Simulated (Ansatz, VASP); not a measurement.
## Two plane-wave programs on H22CO11

```
O H C
1.0
     6.87464    0.00000    0.00000
     0.00000    6.87464    0.00000
     0.00000    0.00000    6.87464
O H C
11 22 1
Direct
  0.45100 0.17516 0.32882
  0.09691 0.43802 0.55438
  0.85072 0.71050 0.70600
  0.77362 0.99177 0.17617
  0.42867 0.80037 0.04595
  0.63302 0.51921 0.30958
  0.26610 0.77319 0.42267
  0.98506 0.64751 0.15460
  0.95543 0.29191 0.96366
  0.15247 0.96771 0.79393
  0.54527 0.34020 0.89871
  0.32853 0.18834 0.26175
  0.51530 0.30249 0.31229
  0.11196 0.32658 0.63793
  0.99741 0.51925 0.61771
  0.78957 0.76793 0.59392
  0.95050 0.80458 0.74590
  0.65993 0.04862 0.24100
  0.84403 0.10252 0.12242
  0.54770 0.87666 0.04125
  0.38201 0.81637 0.17893
  0.77084 0.53164 0.27640
  0.56814 0.58338 0.20163
  0.24353 0.87155 0.52159
  0.24390 0.64809 0.48645
  0.90504 0.76302 0.13391
  0.08137 0.69087 0.24926
  0.98641 0.41819 0.02212
  0.82476 0.31023 0.91499
  0.24946 0.91280 0.88241
  0.09993 0.08120 0.86032
  0.46487 0.58225 0.75402
  0.47944 0.34570 0.61355
  0.49461 0.42370 0.75203
```

Alike in both runs: functional r2SCAN; dispersion D3(BJ); k mesh 1 × 1 × 1; occupations fermi-dirac, width 0.02 eV; no spin polarisation.

Ansatz relaxed the structure, and its values are those at the end. VASP's run is a single point on that final structure, the one shown.

|  | VASP | Ansatz |
| --- | --- | --- |
| version | VASP 6.6.1 | Ansatz 0.2.0 |
| potentials or method | VASP PAW PBE potentials, release 64 (O_h, H_h, C_h), cutoff 1100 eV | scalar-relativistic, plane waves, PAW |
| valence electrons in the cell | 92 | 92 |

Ansatz gave:

| Quantity | Value |
| --- | --- |
| rms of the force components (eV/Å) | 0.062 |

Problem. Estimate VASP's values.

Solution. rms of the force components (eV/Å): 0.060.

VASP's potentials were made for PBE, not for r2SCAN. Ansatz's warnings: dispersion damping borrowed.
